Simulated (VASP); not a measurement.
MgAu2Se2:

```xyz
5
Lattice="-2.1262 2.1262 6.8930 2.1262 -2.1262 6.8930 2.1262 2.1262 -6.8930" Properties=species:S:1:pos:R:3 pbc="T T T"
Mg    0.0000    0.0000    0.0000
Au    0.0000    2.1262    3.4465
Au    2.1262    0.0000    3.4465
Se    0.0000    0.0000    8.8370
Se    0.0000    0.0000    4.9491
```

```yaml
Program: VASP 6.6.1
Task: relaxation of cell and atoms
Functional: PBEsol
Potentials_or_basis: VASP PAW PBE potentials, release 64 (Mg, Au, Se)
Cutoff: 600 eV
k_mesh: 8 × 8 × 8
Occupations: fermi-dirac, width 0.03 eV
Spin: no spin polarisation
```

At the start: pressure -0.2 GPa; volume 24.93 Å³/atom.

Task: How do energy, volume and symmetry change on relaxing?

Result: Over 24 steps the energy falls by 323.4 meV/atom and the volume is 20.57 Å³/atom (-17.5 %); space group I4/mmm (No. 139, to 0.1 Å) before and after.

The path:
```csv
step,energy change (eV),largest force (eV/Å),pressure (GPa),volume (Å³)
1,0.0000,1.7394,-0.20,124.64
2,-0.2729,1.2546,-2.56,124.07
3,-0.7213,0.2265,-7.45,122.47
4,-0.8292,0.9026,-8.16,118.97
5,-0.8428,0.4358,-9.65,120.41
6,-0.9432,0.4257,-9.09,118.61
7,-1.1956,0.5771,-6.69,113.29
8,-1.0694,3.0736,3.05,103.03
9,-1.2811,0.9512,-4.67,110.22
10,-1.2939,1.2496,-3.37,108.64
11,-1.3678,1.0276,-3.12,107.91
12,-1.5252,0.5407,-2.01,105.71
13,-1.5862,0.0723,1.87,101.29
14,-1.6065,0.1373,0.18,102.85
15,-1.6067,0.1185,0.32,102.71
16,-1.6077,0.1080,0.17,102.87
17,-1.6093,0.0817,-0.28,103.35
18,-1.6094,0.0726,-0.46,103.55
19,-1.6103,0.0697,-0.40,103.48
20,-1.6126,0.0637,-0.31,103.29
21,-1.6160,0.0292,-0.02,102.89
22,-1.6150,0.0430,0.66,102.10
23,-1.6167,0.0004,0.24,102.58
24,-1.6170,0.0005,-0.03,102.85
```

Final structure:
```
CELL_PARAMETERS angstrom
-1.87703 1.87703 7.29823
1.87703 -1.87703 7.29823
1.87703 1.87703 -7.29823
ATOMIC_POSITIONS crystal
Mg 0.00000 0.00000 0.00000
Au 0.75000 0.25000 0.50000
Au 0.25000 0.75000 0.50000
Se 0.59765 0.59765 0.00000
Se 0.40235 0.40235 0.00000
```

Caveat: the volume moved by over 15 % at a fixed basis, so the end points are rough; the PAW data sets were made with another functional, which shifts forces and pressure a little.
